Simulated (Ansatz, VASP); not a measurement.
VH6 in VASP and in Ansatz

```
V H
1.0
     3.81515    0.00000    0.00000
     0.00000    3.81515    0.00000
     0.00000    0.00000    3.81515
V H
1 6
Direct
  0.00000 0.00000 0.00000
  0.50000 0.50000 0.20700
  0.50000 0.50000 0.79300
  0.20700 0.50000 0.50000
  0.79300 0.50000 0.50000
  0.50000 0.20700 0.50000
  0.50000 0.79300 0.50000
```

Change from the starting cell: species swapped into the PrB6 type (Pm-3m, No. 221).

Alike in both runs: task relaxation of cell and atoms; functional PBE; k mesh 4 × 4 × 4; occupations gaussian, width 0.1 eV; collinear spin.

|  | VASP | Ansatz |
| --- | --- | --- |
| version | VASP 6.6.1 | Ansatz 0.2.0 |
| potentials or method | VASP PAW PBE potentials, release 64 (V_sv, H), cutoff 600 eV | scalar-relativistic, plane waves, PAW |
| valence electrons in the cell | 19 | 19 |

|  | VASP | Ansatz | Ansatz less VASP |
| --- | --- | --- | --- |
| gap on the k mesh at the Fermi level, each at its own relaxed structure (eV) | none | none | - |
| net moment per atom (μB) | 0.01 | 0.58 | +0.568 |
| size of the moment on the site where the two differ most (μB) | 0.08 | 3.05 | +2.970 |
| relaxed volume (Å³/atom) | 4.62 | 6.77 | +2.147 |
| relaxed length of the cell vector where the two differ most in proportion (Å) | 3.187 | 3.619 | +0.4321 |

The net moments are unlike, so the other rows may belong to different states. Site moments also hang on the region over which each program counts them. A gap of «none» marks a metal or a gap that the smearing closes.

The k mesh is coarse, so the values compare programs but aren't converged. Noted on VASP's run: the volume moved by over 15 % at a fixed basis, so the end points are rough.
